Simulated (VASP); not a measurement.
Crystal: SiS2.

```
CELL_PARAMETERS angstrom
-3.13255 5.32589 2.79676
3.13255 -5.32589 2.79676
3.13255 5.32589 -2.79676
ATOMIC_POSITIONS crystal
Si 0.75000 0.75000 0.00000
Si 0.25000 0.25000 0.00000
S 0.89240 0.81462 0.70701
S 0.10760 0.18538 0.29299
S 0.39240 0.68538 0.07778
S 0.60760 0.31462 0.92222
```

| Quantity | Value |
| --- | --- |
| Program | VASP 6.6.1 |
| Task | relaxation of shape and atoms at fixed volume |
| Functional | r2SCAN |
| Potentials or basis | VASP PAW PBE potentials, release 64 (Si, S) |
| Cutoff | 550 eV |
| k mesh | 6 × 6 × 6 |
| Occupations | gaussian, width 0.05 eV |
| Spin | no spin polarisation |

At the start: pressure -1.5 GPa; volume 31.11 Å³/atom.

Task: How do energy, volume and symmetry change on relaxing?

Result: Over 4 steps the energy falls by 2.4 meV/atom; space group Ibam (No. 72, to 0.1 Å) before and after.

Step by step:
```csv
step,energy change (eV),largest force (eV/Å),pressure (GPa),volume (Å³)
1,0.0000,0.3539,-1.53,186.64
2,-0.0136,0.0121,-0.50,186.64
3,-0.0137,0.0210,-0.45,186.64
4,-0.0143,0.0122,-0.40,186.64
```

Final structure:
```
Si S
1.0
    -3.14036    5.34125    2.78178
     3.14036   -5.34125    2.78178
     3.14036    5.34125   -2.78178
Si S
2 4
Direct
  0.75000 0.75000 0.00000
  0.25000 0.25000 0.00000
  0.89348 0.81676 0.71024
  0.10652 0.18324 0.28976
  0.39348 0.68324 0.07671
  0.60652 0.31676 0.92329
```

Caveat: the PAW data sets were made with another functional, which shifts forces and pressure a little.
